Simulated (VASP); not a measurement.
# CaS in VASP: relaxation of the atoms with PBE

Aim: the relaxation of the atoms of CaS with PBE.

Program: VASP 6.6.1. These are calculated values, not measurements. Logs are shortened: lines on timing, memory, paths and dates and some standing lists are left out, and cuts for length are marked.

## Step 1: The cell of the first run

The cell holds a slab with vacuum, 8 atoms: a = 4.021 Å, b = 4.021 Å, c = 26.529 Å, α = 90.00°, β = 90.00°, γ = 90.00°.

## Step 2: Relaxation of the atoms, PBE

Input file INCAR:

```
SYSTEM = CaS
  PREC = Accurate
  ENCUT = 450
  EDIFF = 1E-7
  ISMEAR = 0
  SIGMA = 0.05
  LREAL = .FALSE.
  LASPH = .TRUE.
  NELM = 120
  ALGO = Normal
  ISIF = 2
  LWAVE = .FALSE.
  LCHARG = .FALSE.
  LDIPOL = .TRUE.
  IDIPOL = 3
  DIPOL = 0.5 0.5 0.500
  GGA = PE
  IBRION = 2
  NSW = 60
  EDIFFG = -0.04
  GGA_COMPAT = .FALSE.
  NELMIN = 4
  NELMDL = -8
  KPAR = 4
```

Input file KPOINTS:

```
regular mesh
0
G
  7 7 1
  0 0 0
```

Input file POSCAR:

```
CaS
1.0
    4.0206091600      0.0000000000      0.0000000000
    0.0000000000      4.0206091600      0.0000000000
    0.0000000000      0.0000000000     26.5289997494
Ca S
4 4
Selective dynamics
Direct
    0.5000000000      0.5000000000      0.3392513885  F F F
    0.0000000000      0.0000000000      0.4464171295  F F F
    0.5000000000      0.5000000000      0.5535828705  T T T
    0.0000000000      0.0000000000      0.6607486115  T T T
    0.0000000000      0.0000000000      0.3392513885  F F F
    0.5000000000      0.5000000000      0.4464171295  F F F
    0.0000000000      0.0000000000      0.5535828705  T T T
    0.5000000000      0.5000000000      0.6607486115  T T T
```

Potentials or basis: VASP PAW PBE potentials, release 64 (Ca_sv, S).

Command:

```sh
$ cat potpaw_PBE.64/Ca_sv/POTCAR potpaw_PBE.64/S/POTCAR > POTCAR
$ mpirun -np 4 vasp_std > vasp.out
```

OUTCAR:

```text
SYSTEM = CaS
   PREC = Accurate
   ENCUT = 450
   EDIFF = 1E-7
   ISMEAR = 0
   LREAL = .FALSE.
   LASPH = .TRUE.
   NELM = 120
   ISIF = 2
   GGA = PE
   IBRION = 2
   NSW = 60
   EDIFFG = -0.04
   NELMIN = 4
   NELMDL = -8

 ion  position               nearest neighbor table
   1  0.500  0.500  0.339-   6 2.84   5 2.84   5 2.84   5 2.84   5 2.84
   2  0.000  0.000  0.446-   5 2.84   7 2.84   6 2.84   6 2.84   6 2.84   6 2.84
   3  0.500  0.500  0.554-   8 2.84   6 2.84   7 2.84   7 2.84   7 2.84   7 2.84
   4  0.000  0.000  0.661-   7 2.84   8 2.84   8 2.84   8 2.84   8 2.84
   5  0.000  0.000  0.339-   2 2.84   1 2.84   1 2.84   1 2.84   1 2.84
   6  0.500  0.500  0.446-   1 2.84   3 2.84   2 2.84   2 2.84   2 2.84   2 2.84
   7  0.000  0.000  0.554-   4 2.84   2 2.84   3 2.84   3 2.84   3 2.84   3 2.84
   8  0.500  0.500  0.661-   3 2.84   4 2.84   4 2.84   4 2.84   4 2.84

  LATTYP: Found a simple tetragonal cell.
 ALAT       =     4.0206091600
 C/A-ratio  =     6.5982538202

  Lattice vectors:

 A1 = (   4.0206091600,   0.0000000000,   0.0000000000)
 A2 = (   0.0000000000,   4.0206091600,   0.0000000000)
 A3 = (   0.0000000000,   0.0000000000,  26.5289997494)

Analysis of symmetry for initial positions (statically):
=====================================================================
 Subroutine PRICEL returns:
 Original cell was already a primitive cell.

 Routine SETGRP: Setting up the symmetry group for a
 simple tetragonal supercell.

 Subroutine GETGRP returns: Found 16 space group operations
 (whereof  8 operations were pure point group operations)
 out of a pool of 16 trial point group operations.

The static configuration has the point symmetry C_4v.
 The point group associated with its full space group is D_4h.

Analysis of symmetry for dynamics (positions and initial velocities):
=====================================================================
 Subroutine PRICEL returns:
 Original cell was already a primitive cell.

 Routine SETGRP: Setting up the symmetry group for a
 simple tetragonal supercell.

 Subroutine GETGRP returns: Found 16 space group operations
 (whereof  8 operations were pure point group operations)
 out of a pool of 16 trial point group operations.

The dynamic configuration has the point symmetry C_4v.
 The point group associated with its full space group is D_4h.

Analysis of constrained symmetry for selective dynamics:
=====================================================================
 Subroutine PRICEL returns:
 Original cell was already a primitive cell.

 Routine SETGRP: Setting up the symmetry group for a
 simple tetragonal supercell.

 Subroutine GETGRP returns: Found  8 space group operations
 (whereof  8 operations were pure point group operations)
 out of a pool of 16 trial point group operations.

The constrained configuration has the point symmetry C_4v.

 Subroutine INISYM returns: Found  8 space group operations
 (whereof  8 operations are pure point group operations),
 and found     1 'primitive' translations

----------------------------------------------------------------------------------------

                                     Primitive cell

  volume of cell :     428.8492

  direct lattice vectors                    reciprocal lattice vectors
     4.020609160  0.000000000  0.000000000     0.248718530  0.000000000  0.000000000
     0.000000000  4.020609160  0.000000000     0.000000000  0.248718530  0.000000000
     0.000000000  0.000000000 26.528999749     0.000000000  0.000000000  0.037694599

  length of vectors
     4.020609160  4.020609160 26.528999749     0.248718530  0.248718530  0.037694599

  position of ions in fractional coordinates (direct lattice)
     0.500000000  0.500000000  0.339251389
     0.000000000  0.000000000  0.446417129
[... 41 lines left out ...]

 Found     10 irreducible k-points:

 Following reciprocal coordinates:
            Coordinates               Weight
  0.000000  0.000000  0.000000      1.000000
  0.142857  0.000000  0.000000      4.000000
  0.285714  0.000000  0.000000      4.000000
  0.428571  0.000000  0.000000      4.000000
  0.142857  0.142857  0.000000      4.000000
  0.285714  0.142857  0.000000      8.000000
  0.428571  0.142857  0.000000      8.000000
  0.285714  0.285714  0.000000      4.000000
  0.428571  0.285714  0.000000      8.000000
  0.428571  0.428571  0.000000      4.000000
   k-points           NKPTS =     10   k-points in BZ     NKDIM =     10   number of bands    NBANDS=     38
   number of dos      NEDOS =    301   number of ions     NIONS =      8
   total plane-waves  NPLWV = 150528
   dimension x,y,z NGX =    28 NGY =   28 NGZ =  192
   dimension x,y,z NGXF=    56 NGYF=   56 NGZF=  384
   ions per type =               4   4
   NGX,Y,Z   is equivalent  to a cutoff of  11.58, 11.58, 12.03 a.u.
   NGXF,Y,Z  is equivalent  to a cutoff of  23.16, 23.16, 24.06 a.u.
 SYSTEM =  CaS
   PREC   = accura    normal or accurate (medium, high low for compatibility)
   ISTART =      0    job   : 0-new  1-cont  2-samecut
   ICHARG =      2    charge: 1-file 2-atom 10-const
   ISPIN  =      1    spin polarized calculation?
   LNONCOLLINEAR =      F non collinear calculations
   LSORBIT =      F    spin-orbit coupling
   LASPH  =      T    aspherical Exc in radial PAW
   ENCUT  =  450.0 eV  33.07 Ry    5.75 a.u.   6.95  6.95 45.89*2*pi/ulx,y,z
   NELM   =    120;   NELMIN=  4; NELMDL= -8     # of ELM steps
   EDIFF  = 0.1E-06   stopping-criterion for ELM
   LREAL  =      F    real-space projection
   EDIFFG = -.4E-01   stopping-criterion for IOM
   NSW    =     60    number of steps for IOM
   IBRION =      2    ionic relax: 0-MD 1-quasi-New 2-CG
   NFREE  =      1    steps in history (QN), initial steepest desc. (CG)
   ISIF   =      2    stress and relaxation
   ISYM   =      2    0-nonsym 1-usesym 2-fastsym
   POTIM  = 0.5000    time-step for ionic-motion
   TEBEG  =    0.0;   TEEND  =   0.0 temperature during run
   PSTRESS=    0.0 pullay stress
   NELECT =      64.0000    total number of electrons
   NUPDOWN=      -1.0000    fix difference up-down
   EMIN   =  10.00;   EMAX   =-10.00  energy-range for DOS
   EFERMI =   0.00;   METHOD = LEGACY
   ISMEAR =     0;   SIGMA  =   0.05  broadening in eV -4-tet -1-fermi 0-gaus
   EFERMI_NEDOS =   21; number of points for ismear=-14 and -15
   IALGO  =     38    algorithm
   IMIX   =      4    mixing-type and parameters
     AMIX     =   0.40;   BMIX     =  1.00
     AMIX_MAG =   1.60;   BMIX_MAG =  1.00
  volume/ion in A,a.u.               =      53.61       361.75
  Fermi-wavevector in a.u.,A,eV,Ry     =   0.868360  1.640963 10.259468  0.754050
  Thomas-Fermi vector in A             =   1.987027
   LORBIT       =      0    0 simple, 1 ext, 2 COOP (PROOUT), +10 PAW based schemes
   GGA     = PE    functional components
   LHFCALC =     F    Hartree Fock is set to
   AEXX    =    0.0000 exact exchange contribution
   IVDW    =     0    specifies the selected vdW correction
   LEPSILON=     F    determine dielectric tensor
   LRPA    =     F    only Hartree local field effects (RPA)
 conjugate gradient relaxation of ions
 non-spin polarized calculation
 Gauss-broadening in eV      SIGMA  =   0.05
  energy-cutoff  :      450.00
  volume of cell :      428.85
 maximum number of plane-waves:      9334
 NGX is ok and might be reduce to    28
   NGX = 13   NGY = 13   NGZ = 91

--------------------------------------- Ionic step        1  -------------------------------------------

 number of electron      63.9999990 magnetization

 Free energy of the ion-electron system (eV)
  ---------------------------------------------------
  ext. energy  EPLUGINS =         0.00000000
  ---------------------------------------------------
  free energy    TOTEN  =       -40.57024559 eV

  energy without entropy =      -40.57024559  energy(sigma->0) =      -40.57024559

------------------------ aborting loop because EDIFF is reached ----------------------------------------

 vacuum level on the upper side and lower side of the slab       (xc-potential included)        -0.093        -0.093

  FORCE on cell =-STRESS in cart. coord.  units (eV):
  Direction    XX          YY          ZZ          XY          YZ          ZX
  --------------------------------------------------------------------------------------
  -------------------------------------------------------------------------------------
  Total       -1.3148258     -1.3148258      0.0559647      0.0000000      0.0000000      0.0000000
  in kB       -4.9121791     -4.9121791      0.2090836      0.0000000      0.0000000      0.0000000
  external PRESSURE =      -3.2050916 kB  Pullay stress =       0.0000000 kB
[... 23 lines left out ...]
  FREE ENERGIE OF THE ION-ELECTRON SYSTEM (eV)
  ---------------------------------------------------
  free  energy   TOTEN  =       -40.5702455887 eV

  energy  without entropy=      -40.5702455887  energy(sigma->0) =      -40.57024559

 dipolmoment           0.000000      0.000000     -0.000000 electrons x Angstroem

--------------------------------------- Ionic step        2  -------------------------------------------

 number of electron      63.9999987 magnetization

------------------------ aborting loop because EDIFF is reached ----------------------------------------
[... 121 lines left out ...]
--------------------------------------- Ionic step        5  -------------------------------------------

 number of electron      63.9999999 magnetization

 dipolmoment           0.000000      0.000000      0.038028 electrons x Angstroem

 Free energy of the ion-electron system (eV)
  ---------------------------------------------------
  ext. energy  EPLUGINS =         0.00000000
  ---------------------------------------------------
  free energy    TOTEN  =       -40.58984517 eV

  energy without entropy =      -40.58984517  energy(sigma->0) =      -40.58984517

 E-fermi :  -1.1536     XC(G=0):  -4.4920

 val. band max:       -1.4735977031   @ k =   0.0000   0.0000   0.0000
 cond. band min:       1.0083611267   @ k =   0.0000   0.0000   0.0000
 fundamental gap:      2.4819588297
 Fermi energy:        -1.1535530176

 k-point     1 :       0.0000    0.0000    0.0000
  band No.  band energies     occupation
      1     -41.1108      2.00000
      2     -40.9225      2.00000
      3     -40.6416      2.00000
      4     -40.5799      2.00000
      5     -22.2253      2.00000
      6     -22.0611      2.00000
[... 399 lines left out ...]
     37       3.6103      0.00000
     38       3.7341      0.00000

------------------------ aborting loop because EDIFF is reached ----------------------------------------

 vacuum level on the upper side and lower side of the slab       (xc-potential included)         0.202        -0.260

  FORCE on cell =-STRESS in cart. coord.  units (eV):
  Direction    XX          YY          ZZ          XY          YZ          ZX
  --------------------------------------------------------------------------------------
  -------------------------------------------------------------------------------------
  Total       -1.2791665     -1.2791665      0.1021528      0.0000000      0.0000000      0.0000000
  in kB       -4.7789566     -4.7789566      0.3816421      0.0000000      0.0000000      0.0000000
  external PRESSURE =      -3.0587570 kB  Pullay stress =       0.0000000 kB
[... 23 lines left out ...]
  FREE ENERGIE OF THE ION-ELECTRON SYSTEM (eV)
  ---------------------------------------------------
  free  energy   TOTEN  =       -40.5898451663 eV

  energy  without entropy=      -40.5898451663  energy(sigma->0) =      -40.58984517

 reached required accuracy - stopping structural energy minimisation

 vacuum level on the upper side and lower side of the slab         3.408         2.980
```

It took 7.3 min on 4 MPI ranks of AMD EPYC 7R43 (Zen 3), shared host; peak memory 0.45 GiB.

Results:

* Free energy: -40.5898 eV
* Energy gained by relaxing: 2.4 meV/atom
* Ionic steps: 5
* Band gap on the k mesh: 2.48 eV

The path:
| step | energy change (eV) | largest force on free atoms (eV/Å) | pressure (GPa) |
| --- | --- | --- | --- |
| 1 | 0.0000 | 0.3640 | -0.32 |
| 2 | -0.0101 | 0.2342 | -0.31 |
| 3 | -0.0172 | 0.1596 | -0.30 |
| 4 | -0.0191 | 0.0795 | -0.30 |
| 5 | -0.0196 | 0.0314 | -0.31 |

Final structure:
```
Ca S
1.0
     4.02061    0.00000    0.00000
     0.00000    4.02061    0.00000
     0.00000    0.00000   26.52900
Ca S
4 4
Cartesian
  2.0103 2.0103 9.0000
  0.0000 0.0000 11.8430
  2.0103 2.0103 14.7133
  0.0000 0.0000 17.4734
  0.0000 0.0000 9.0000
  2.0103 2.0103 11.8430
  0.0000 0.0000 14.6870
  2.0103 2.0103 17.5837
```
